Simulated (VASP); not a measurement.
## BN: G0W0 quasiparticle levels with PBE

BN:

```xyz
4
Lattice="2.5439 0.0000 0.0000 -1.2720 2.2031 0.0000 0.0000 0.0000 4.2078" Properties=species:S:1:pos:R:3 pbc="T T T"
B     1.2720    0.7344    0.0009
B     0.0000    1.4687    2.1048
N     1.2720    0.7344    1.5771
N     0.0000    1.4687    3.6810
```

| Item | Value |
| --- | --- |
| Program | VASP 6.6.1 |
| Task | G0W0 quasiparticle levels |
| Functional | PBE |
| Potentials or basis | VASP PAW PBE potentials, release 64 (B_GW, N_GW) |
| Cutoff | 500 eV |
| k mesh | 6 × 6 × 4 |
| Occupations | gaussian, width 0.01 eV |
| Spin | no spin polarisation |
| Dipole correction | no |
| GW scheme | G0W0 |
| GW iterations | 1 |
| Cutoff of the response function | 140 |
| Frequency points | 48 |
| Empty bands | 88 |
| Further INCAR settings | ALGO = EVGW0; EDIFF = 1e-08; NBANDS = 96 |

```json
{
 "Band gap on the k mesh, mean-field level": "5.19 eV, indirect (least direct gap 8.32 eV)",
 "Quasiparticle gap": "6.61 eV",
 "Least direct quasiparticle gap": "10.20 eV"
}
```

Levels at points of the mesh, in eV from the valence-band top:
```tsv
k point	band 6	band 7	band 8	band 9	band 10	band 11
(0.00, 0.00, 0.00)	-0.27	0.00	0.00	8.39	8.39	8.62
(0.50, 0.00, 0.00)	-5.00	-4.42	-2.12	6.72	7.98	10.63
(0.00, 0.00, 0.50)	-1.18	-1.18	-1.18	9.52	9.52	9.94
(0.50, 0.00, 0.50)	-3.78	-3.58	-3.58	6.61	6.61	10.06
```

Run time: 12 min on 1 thread of AMD EPYC 7R13, on a shared host, peak memory 0.32 GiB.

Caveat: the k points lie up to 0.48 Å⁻¹ apart; bands, screening cutoff and mesh are small and nothing is extrapolated, so the quasiparticle values aren't converged. A k mesh can miss the band edges.
